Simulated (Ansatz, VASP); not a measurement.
## SnS2: VASP beside Ansatz

INCAR

```
SYSTEM = SnS2
ALGO = Normal
EDIFF = 1E-7
EDIFFG = -0.01
ENCUT = 500
GGA = CA
GGA_COMPAT = .FALSE.
IBRION = 2
ISIF = 3
ISMEAR = -1
LASPH = .TRUE.
LCHARG = .FALSE.
LREAL = .FALSE.
LWAVE = .FALSE.
NELM = 120
NELMIN = 4
NSW = 80
PREC = Accurate
SIGMA = 0.1
```

Contents of KPOINTS:

```
k-points
0
G
  6 6 4
  0 0 0
```

Contents of POSCAR:

```
SnS2
1.0
    3.6390000000      0.0000000000      0.0000000000
   -1.8195000000      3.1514664400      0.0000000000
    0.0000000000      0.0000000000      5.8680000000
Sn S
1 2
Direct
    0.0000000000      0.0000000000      0.0000000000
    0.3333333333      0.6666666667      0.2500000000
    0.6666666667      0.3333333333      0.7500000000
```

Input for Ansatz:

```yaml
crystal:
  lattice:
    - [3.639, 0.0, 0.0]
    - [-1.8195, 3.15146644, 0.0]
    - [0.0, 0.0, 5.868]
  atoms:
    - { symbol: Sn, position: [0.0, 0.0, 0.0] }
    - { symbol: S, position: [0.3333333333333333, 0.6666666666666666, 0.25] }
    - { symbol: S, position: [0.6666666666666666, 0.3333333333333333, 0.75] }
basis:
  ecutwfc: 450.0
kpoints:
  mp_grid:
    grid: [6, 6, 4]
hamiltonian:
  xc: lda
  dispersion: none
scf:
  occupations:
    method: fermi_dirac
relax:
  max_steps: 60
  cell: {}
```

Alike in both runs: task relaxation of cell and atoms; functional LDA; k mesh 6 × 6 × 4; no spin polarisation.

|  | VASP | Ansatz |
| --- | --- | --- |
| version | VASP 6.6.1 | Ansatz 0.2.0 |
| potentials or method | VASP PAW LDA potentials, release 64 (Sn_d, S), cutoff 500 eV | plane waves, PAW |
| occupations | fermi-dirac, width 0.1 eV | fermi-dirac |
| valence electrons in the cell | 26 | 26 |

```csv
,VASP,Ansatz,Ansatz less VASP
relaxed volume (Å³/atom),21.64,21.74,+0.091
relaxed cell length with the largest relative difference (Å),5.684,5.702,+0.0183
```

LDA's correlation is that of Perdew and Zunger in VASP and of Perdew and Wang (1992) in Ansatz.
